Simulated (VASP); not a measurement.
Input of a VASP 6.6.1 run:

INCAR

```
SYSTEM = In2Te2O
PREC = Accurate
ENCUT = 600
EDIFF = 1E-7
ISMEAR = 0
SIGMA = 0.02
LREAL = .FALSE.
LASPH = .TRUE.
NELM = 60
ALGO = Normal
ISIF = 3
LWAVE = .FALSE.
LCHARG = .FALSE.
GGA = PE
IBRION = 2
NSW = 100
EDIFFG = -0.01
```

File KPOINTS:

```
Automatic mesh
0
G
  6 6 4
  0 0 0
```

The input POSCAR:

```
In2Te2O
1.0
    4.4364485183      0.0000000000      0.0000000000
   -2.2182242591      3.8420771195      0.0000000000
    0.0000000000      0.0000000000     10.4973447109
In Te O
2 2 1
Direct
    0.0000000000      0.0000000000      0.8123172302
    0.0000000000      0.0000000000      0.1876827698
    0.3333333333      0.6666666667      0.3111277910
    0.6666666667      0.3333333333      0.6888722090
    0.0000000000      0.0000000000      0.0000000000
```

Potentials or basis: VASP PAW PBE potentials, release 64 (In_d, Te, O).

Launch:

```sh
$ cat potpaw_PBE.64/In_d/POTCAR potpaw_PBE.64/Te/POTCAR potpaw_PBE.64/O/POTCAR > POTCAR
$ mpirun -np 1 vasp_std > vasp.out
```

Estimate the relaxed volume.

35.81 Å³/atom.

Predict the space group after relaxing (to 0.1 Å).

P-3m1 (No. 164).

Predict the band gap on the k mesh.

1.06 eV.

Predict the relaxed cell.

a = 4.436 Å, b = 4.436 Å, c = 10.509 Å, α = 90.00°, β = 90.00°, γ = 120.00°.

Final structure:
```
CELL_PARAMETERS angstrom
4.43573 0.00000 0.00000
-2.21787 3.84146 0.00000
0.00000 0.00000 10.50882
ATOMIC_POSITIONS crystal
In 0.00000 0.00000 0.81225
In 0.00000 0.00000 0.18775
Te 0.33333 0.66667 0.31120
Te 0.66667 0.33333 0.68880
O 0.00000 0.00000 0.00000
```

Caveat: spin-orbit coupling is left out, which moves the levels of the heavy elements; this functional lacks dispersion, which binds layers or chains, so the pressure and a relaxed spacing across them are unreliable. A k mesh can miss the band edges.
